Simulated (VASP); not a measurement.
# SnSe (Pnma) in VASP: further runs

SnSe is run at these levels: LDA; tasks: relaxation of shape and atoms at fixed volume.

Everything below comes from runs of VASP 6.6.1. Logs are shortened: lines on timing, memory, paths and dates and some standing lists are left out, and cuts for length are marked.

## (1) The cell of the first run

It takes space group Pnma (No. 62, orthorhombic). Conventional cell: a = 11.388 Å, b = 4.145 Å, c = 4.346 Å, α = 90.00°, β = 90.00°, γ = 90.00°. Sn (site symmetry m) has 6 Se at 2.76 to 3.39 Å and 2 Sn at 3.47 Å within 3.6 Å. Within 3.6 Å of Se (site symmetry m) lie 6 Sn at 2.76 to 3.39 Å.

## (2) Relaxation of shape and atoms at fixed volume, LDA (25.64 Å³/atom)

The input, INCAR:

```
ALGO = Normal
EDIFF = 1E-7
EDIFFG = -0.01
ENCUT = 600
GGA = CA
IBRION = 2
ISIF = 4
ISMEAR = 0
KPAR = 2
LASPH = T
LCHARG = F
LREAL = F
LWAVE = F
NELM = 80
NSW = 40
PREC = Accurate
SIGMA = 0.03
```

The input, KPOINTS:

```
k-points
0
Gamma
  4 8 8
```

The input, POSCAR:

```
SnSe                                    
1.0
   11.3882825836      0.0000000000      0.0000000000
    0.0000000000      4.1446342133     -0.0000000000
    0.0000000000     -0.0000000000      4.3461798926
  Sn              Se            
     4     4
Direct
     0.1170280971248635    0.2500000000000000    0.0923359957896487
     0.3829719028751365    0.7500000000000000    0.5923359957896486
     0.6170280971248636    0.2500000000000000    0.4076640042103513
     0.8829719028751364    0.7500000000000000    0.9076640042103514
     0.3576942589116968    0.2500000000000000    0.0229218848228403
     0.1423057410883030    0.7500000000000000    0.5229218848228402
     0.8576942589116973    0.2500000000000000    0.4770781151771598
     0.6423057410883027    0.7500000000000000    0.9770781151771598
```

Potentials or basis: VASP PAW LDA potentials, release 64 (Sn_d, Se).

Command:

```sh
> cat potpaw_LDA.64/Sn_d/POTCAR potpaw_LDA.64/Se/POTCAR > POTCAR
> mpirun -np 2 vasp_std > vasp.out
```

OUTCAR:

```text
EDIFF = 1E-7
   EDIFFG = -0.01
   ENCUT = 600
   GGA = CA
   IBRION = 2
   ISIF = 4
   ISMEAR = 0
   LASPH = T
   LREAL = F
   NELM = 80
   NSW = 40
   PREC = Accurate

 ion  position               nearest neighbor table
   1  0.117  0.250  0.092-   5 2.76   6 2.81   6 2.81   6 3.24   6 3.24   4 3.47   4 3.47
   2  0.383  0.750  0.592-   6 2.76   5 2.81   5 2.81   5 3.24   5 3.24   3 3.47   3 3.47
   3  0.617  0.250  0.408-   7 2.76   8 2.81   8 2.81   8 3.24   8 3.24   2 3.47   2 3.47
   4  0.883  0.750  0.908-   8 2.76   7 2.81   7 2.81   7 3.24   7 3.24   1 3.47   1 3.47
   5  0.358  0.250  0.023-   1 2.76   2 2.81   2 2.81   2 3.24   2 3.24
   6  0.142  0.750  0.523-   2 2.76   1 2.81   1 2.81   1 3.24   1 3.24
   7  0.858  0.250  0.477-   3 2.76   4 2.81   4 2.81   4 3.24   4 3.24
   8  0.642  0.750  0.977-   4 2.76   3 2.81   3 2.81   3 3.24   3 3.24

  LATTYP: Found a simple orthorhombic cell.
 ALAT       =     4.1446342133
 B/A-ratio  =     1.0486280981
 C/A-ratio  =     2.7477171682

  Lattice vectors:

 A1 = (   0.0000000000,   4.1446342133,   0.0000000000)
 A2 = (   0.0000000000,   0.0000000000,   4.3461798926)
 A3 = (  11.3882825836,   0.0000000000,   0.0000000000)

Analysis of symmetry for initial positions (statically):
=====================================================================
 Subroutine PRICEL returns:
 Original cell was already a primitive cell.

 Routine SETGRP: Setting up the symmetry group for a
 simple orthorhombic supercell.

 Subroutine GETGRP returns: Found  8 space group operations
 (whereof  2 operations were pure point group operations)
 out of a pool of  8 trial point group operations.

The static configuration has the point symmetry S_2 .
 The point group associated with its full space group is D_2h.

Analysis of symmetry for dynamics (positions and initial velocities):
=====================================================================
 Subroutine PRICEL returns:
 Original cell was already a primitive cell.

 Routine SETGRP: Setting up the symmetry group for a
 simple orthorhombic supercell.

 Subroutine GETGRP returns: Found  8 space group operations
 (whereof  2 operations were pure point group operations)
 out of a pool of  8 trial point group operations.

The dynamic configuration has the point symmetry S_2 .
 The point group associated with its full space group is D_2h.

 Subroutine INISYM returns: Found  8 space group operations
 (whereof  2 operations are pure point group operations),
 and found     1 'primitive' translations

----------------------------------------------------------------------------------------

                                     Primitive cell

  volume of cell :     205.1408

  direct lattice vectors                    reciprocal lattice vectors
    11.388282584  0.000000000  0.000000000     0.087809553  0.000000000  0.000000000
     0.000000000  4.144634213  0.000000000     0.000000000  0.241275816  0.000000000
     0.000000000  0.000000000  4.346179893     0.000000000  0.000000000  0.230087117

  length of vectors
    11.388282584  4.144634213  4.346179893     0.087809553  0.241275816  0.230087117

  position of ions in fractional coordinates (direct lattice)
     0.117028097  0.250000000  0.092335996
     0.382971903  0.750000000  0.592335996
     0.617028097  0.250000000  0.407664004
     0.882971903  0.750000000  0.907664004
     0.357694259  0.250000000  0.022921885
     0.142305741  0.750000000  0.522921885
     0.857694259  0.250000000  0.477078115
     0.642305741  0.750000000  0.977078115

  ion indices of the primitive-cell ions
   primitive index   ion index
                 1           1
                 2           2
                 3           3
                 4           4
                 5           5
                 6           6
                 7           7
                 8           8

----------------------------------------------------------------------------------------

 KPOINTS: k-points

Automatic generation of k-mesh.
 Grid dimensions read from file:
 generate k-points for:    4    8    8

 Generating k-lattice:

  Cartesian coordinates                     Fractional coordinates (reciprocal lattice)
     0.021952388  0.000000000  0.000000000     0.250000000  0.000000000  0.000000000
     0.000000000  0.030159477  0.000000000     0.000000000  0.125000000  0.000000000
     0.000000000  0.000000000  0.028760890     0.000000000  0.000000000  0.125000000

  Length of vectors
     0.021952388  0.030159477  0.028760890

  Shift w.r.t. Gamma in fractional coordinates (k-lattice)
     0.000000000  0.000000000  0.000000000

 Subroutine IBZKPT returns following result:
 ===========================================

 Found     75 irreducible k-points:

 Following reciprocal coordinates:
            Coordinates               Weight
  0.000000  0.000000  0.000000      1.000000
  0.250000  0.000000  0.000000      2.000000
  0.500000  0.000000  0.000000      1.000000
  0.000000  0.125000  0.000000      2.000000
  0.250000  0.125000  0.000000      4.000000
  0.500000  0.125000  0.000000      2.000000
[... 16 lines left out ...]
  0.250000  0.250000  0.125000      8.000000
  0.500000  0.250000  0.125000      4.000000
 [... further k-points ...]
   k-points           NKPTS =     75   k-points in BZ     NKDIM =     75   number of bands    NBANDS=     48
   number of dos      NEDOS =    301   number of ions     NIONS =      8
   total plane-waves  NPLWV = 124416
   dimension x,y,z NGX =    96 NGY =   36 NGZ =   36
   dimension x,y,z NGXF=   192 NGYF=   72 NGZF=   72
   ions per type =               4   4
   NGX,Y,Z   is equivalent  to a cutoff of  14.01, 14.44, 13.77 a.u.
   NGXF,Y,Z  is equivalent  to a cutoff of  28.03, 28.88, 27.54 a.u.
 SYSTEM =  unknown system
   PREC   = accura    normal or accurate (medium, high low for compatibility)
   ISTART =      0    job   : 0-new  1-cont  2-samecut
   ICHARG =      2    charge: 1-file 2-atom 10-const
   ISPIN  =      1    spin polarized calculation?
   LNONCOLLINEAR =      F non collinear calculations
   LSORBIT =      F    spin-orbit coupling
   LASPH  =      T    aspherical Exc in radial PAW
   ENCUT  =  600.0 eV  44.10 Ry    6.64 a.u.  22.75  8.28  8.68*2*pi/ulx,y,z
   NELM   =     80;   NELMIN=  2; NELMDL= -5     # of ELM steps
   EDIFF  = 0.1E-06   stopping-criterion for ELM
   LREAL  =      F    real-space projection
   EDIFFG = -.1E-01   stopping-criterion for IOM
   NSW    =     40    number of steps for IOM
   IBRION =      2    ionic relax: 0-MD 1-quasi-New 2-CG
   NFREE  =      1    steps in history (QN), initial steepest desc. (CG)
   ISIF   =      4    stress and relaxation
   ISYM   =      2    0-nonsym 1-usesym 2-fastsym
   POTIM  = 0.5000    time-step for ionic-motion
   TEBEG  =    0.0;   TEEND  =   0.0 temperature during run
   PSTRESS=    0.0 pullay stress
   NELECT =      80.0000    total number of electrons
   NUPDOWN=      -1.0000    fix difference up-down
   EMIN   =  10.00;   EMAX   =-10.00  energy-range for DOS
   EFERMI =   0.00;   METHOD = LEGACY
   ISMEAR =     0;   SIGMA  =   0.03  broadening in eV -4-tet -1-fermi 0-gaus
   EFERMI_NEDOS =   21; number of points for ismear=-14 and -15
   IALGO  =     38    algorithm
   IMIX   =      4    mixing-type and parameters
     AMIX     =   0.40;   BMIX     =  1.00
     AMIX_MAG =   1.60;   BMIX_MAG =  1.00
  volume/ion in A,a.u.               =      25.64       173.04
  Fermi-wavevector in a.u.,A,eV,Ry     =   1.196063  2.260232 19.464047  1.430567
  Thomas-Fermi vector in A             =   2.332013
   LORBIT       =      0    0 simple, 1 ext, 2 COOP (PROOUT), +10 PAW based schemes
   GGA     = CA    functional components
   LHFCALC =     F    Hartree Fock is set to
   AEXX    =    0.0000 exact exchange contribution
   IVDW    =     0    specifies the selected vdW correction
   LEPSILON=     F    determine dielectric tensor
   LRPA    =     F    only Hartree local field effects (RPA)
 conjugate gradient relaxation of ions
 non-spin polarized calculation
 Gauss-broadening in eV      SIGMA  =   0.03
  energy-cutoff  :      600.00
  volume of cell :      205.14
 maximum number of plane-waves:      6888
 NGX is ok and might be reduce to    96
   NGX = 45   NGY = 17   NGZ = 17

--------------------------------------- Ionic step        1  -------------------------------------------

 number of electron      79.9999980 magnetization

 Free energy of the ion-electron system (eV)
  ---------------------------------------------------
  ext. energy  EPLUGINS =         0.00000000
  ---------------------------------------------------
  free energy    TOTEN  =       -38.00727430 eV

  energy without entropy =      -38.00727430  energy(sigma->0) =      -38.00727430

------------------------ aborting loop because EDIFF is reached ----------------------------------------

  FORCE on cell =-STRESS in cart. coord.  units (eV):
  Direction    XX          YY          ZZ          XY          YZ          ZX
  --------------------------------------------------------------------------------------
  -------------------------------------------------------------------------------------
  Total       -1.4721974     -1.4756752     -1.4762887      0.0000000      0.0000000      0.0000000
  in kB      -11.4980580    -11.5252200    -11.5300115      0.0000000      0.0000000      0.0000000
  external PRESSURE =     -11.5177632 kB  Pullay stress =       0.0000000 kB
[... 195 lines left out ...]
  energy  without entropy=      -38.0120397201  energy(sigma->0) =      -38.01203972

--------------------------------------- Ionic step        6  -------------------------------------------

 number of electron      79.9999998 magnetization

 Free energy of the ion-electron system (eV)
  ---------------------------------------------------
  ext. energy  EPLUGINS =         0.00000000
  ---------------------------------------------------
  free energy    TOTEN  =       -38.01213018 eV

  energy without entropy =      -38.01213018  energy(sigma->0) =      -38.01213018

 E-fermi :   5.9555     XC(G=0): -10.1729

 val. band max:        5.7786295244   @ k =   0.0000   0.0000   0.3750
 cond. band min:       6.2415449171   @ k =   0.0000   0.0000   0.0000
 fundamental gap:      0.4629153927
 Fermi energy:         5.9554589729

 k-point     1 :       0.0000    0.0000    0.0000
  band No.  band energies     occupation
      1     -15.5196      2.00000
      2     -15.4997      2.00000
      3     -15.4985      2.00000
      4     -15.4944      2.00000
      5     -15.4925      2.00000
      6     -15.4902      2.00000
[... 1213 lines left out ...]
     47       9.0114      0.00000
     48       9.0114      0.00000

 [... further k-points ...]

------------------------ aborting loop because EDIFF is reached ----------------------------------------

  FORCE on cell =-STRESS in cart. coord.  units (eV):
  Direction    XX          YY          ZZ          XY          YZ          ZX
  --------------------------------------------------------------------------------------
  -------------------------------------------------------------------------------------
  Total       -1.0182132     -1.0005630     -0.9364132      0.0000000      0.0000000      0.0000000
  in kB       -7.9523806     -7.8145300     -7.3135122      0.0000000      0.0000000      0.0000000
  external PRESSURE =      -7.6934743 kB  Pullay stress =       0.0000000 kB
[... 23 lines left out ...]
  FREE ENERGIE OF THE ION-ELECTRON SYSTEM (eV)
  ---------------------------------------------------
  free  energy   TOTEN  =       -38.0121301794 eV

  energy  without entropy=      -38.0121301794  energy(sigma->0) =      -38.01213018

 reached required accuracy - stopping structural energy minimisation
```

Wall time 13 min (2 MPI ranks of Intel Xeon 6975P-C (Granite Rapids), shared host); peak memory 0.76 GiB.

Results:

- Free energy: -38.0121 eV
- Energy gained by relaxing: 0.6 meV/atom
- Ionic steps: 6
- Pressure after relaxing: -0.8 GPa
- Largest force after relaxing: 0.008 eV/Å
- Band gap on the k mesh: 0.46 eV (least direct gap 0.75 eV)

Forces in eV/Å, atoms in the order of the input:
```
Sn  -0.002  0.000  0.007
Sn   0.002  0.000  0.007
Sn  -0.002  0.000 -0.007
Sn   0.002  0.000 -0.007
Se   0.001  0.000  0.006
Se  -0.001  0.000  0.006
Se   0.001  0.000 -0.006
Se  -0.001  0.000 -0.006
```

The path:
```tsv
step	energy change (eV)	largest force (eV/Å)	pressure (GPa)
1	0.0000	0.1062	-1.15
2	-0.0026	0.0708	-1.03
3	-0.0045	0.0150	-0.80
4	-0.0048	0.0078	-0.77
5	-0.0048	0.0073	-0.77
6	-0.0049	0.0077	-0.77
```

Final structure:
```cif
data_structure
_symmetry_space_group_name_H-M 'P 1'
_symmetry_Int_Tables_number 1
_cell_length_a 11.4014
_cell_length_b 4.1371
_cell_length_c 4.3491
_cell_angle_alpha 90.000
_cell_angle_beta 90.000
_cell_angle_gamma 90.000
_cell_volume 205.14
loop_
_atom_site_label
_atom_site_type_symbol
_atom_site_fract_x
_atom_site_fract_y
_atom_site_fract_z
_atom_site_occupancy
Sn1 Sn 0.11811 0.25000 0.09478 1
Sn2 Sn 0.38189 0.75000 0.59478 1
Sn3 Sn 0.61811 0.25000 0.40522 1
Sn4 Sn 0.88189 0.75000 0.90522 1
Se1 Se 0.35707 0.25000 0.02143 1
Se2 Se 0.14293 0.75000 0.52143 1
Se3 Se 0.85707 0.25000 0.47857 1
Se4 Se 0.64293 0.75000 0.97857 1
```

Levels at points of the mesh, in eV from the valence-band top:
| k point | band 38 | band 39 | band 40 | band 41 | band 42 | band 43 |
| --- | --- | --- | --- | --- | --- | --- |
| (0.00, 0.00, 0.00) | -1.33 | -0.76 | -0.59 | 0.46 | 2.90 | 3.01 |
| (0.50, 0.00, 0.00) | -1.99 | -0.61 | -0.61 | 2.51 | 2.51 | 2.66 |
| (0.00, 0.50, 0.00) | -1.04 | -0.69 | -0.69 | 0.86 | 0.86 | 1.36 |
| (0.50, 0.50, 0.00) | -0.97 | -0.97 | -0.97 | 1.38 | 1.38 | 1.38 |
| (0.00, 0.00, 0.50) | -0.85 | -0.29 | -0.29 | 1.15 | 1.15 | 1.39 |
| (0.50, 0.00, 0.50) | -0.50 | -0.23 | -0.23 | 1.07 | 1.07 | 1.45 |
| (0.00, 0.50, 0.50) | -2.43 | -1.58 | -1.58 | 2.57 | 2.57 | 3.00 |
| (0.50, 0.50, 0.50) | -1.65 | -1.65 | -1.65 | 2.34 | 2.34 | 2.34 |

Caveat: spin-orbit coupling is left out, which moves the levels of the heavy elements. A k mesh can miss the band edges.

(Continued in part 2 of 2.)
